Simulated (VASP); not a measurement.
Runs of VASP 6.6.1 on SrO. The structure is that of space group Fm-3m (No. 225), or close to it. The cells are those of the table. 

```tsv
cell	gap on the mesh (eV)	pressure (GPa)
a = 3.689 Å, angles 60.0°, 2 atoms	3.29	(a)
a = 3.536 Å, angles 60.0°, 2 atoms	3.20	13.2
a = 3.568 Å, angles 60.0°, 2 atoms	3.22	9.7
a = 3.659 Å, angles 60.0°, 2 atoms	3.28	(b)
a = 3.746 Å, angles 60.0°, 2 atoms	3.30	-4.1
a = 3.599 Å, angles 60.0°, 2 atoms	3.25	6.6
a = 3.504 Å, angles 60.0°, 2 atoms	3.16	17.3
a = 3.718 Å, angles 60.0°, 2 atoms	3.29	-2.5
```

Alike in all rows: task single point; level PBE; potentials or basis VASP PAW PBE potentials, release 64 (Sr_sv, O); no spin polarisation; k mesh 6 × 6 × 6; cutoff (eV) 600; smearing gaussian 0.01 eV.

**Question.** Fill in the values left out.

**Answer.** (a) -0.6; (b) 1.5.

A k mesh can miss the band edges, and the runs leave out spin-orbit coupling on Sr.
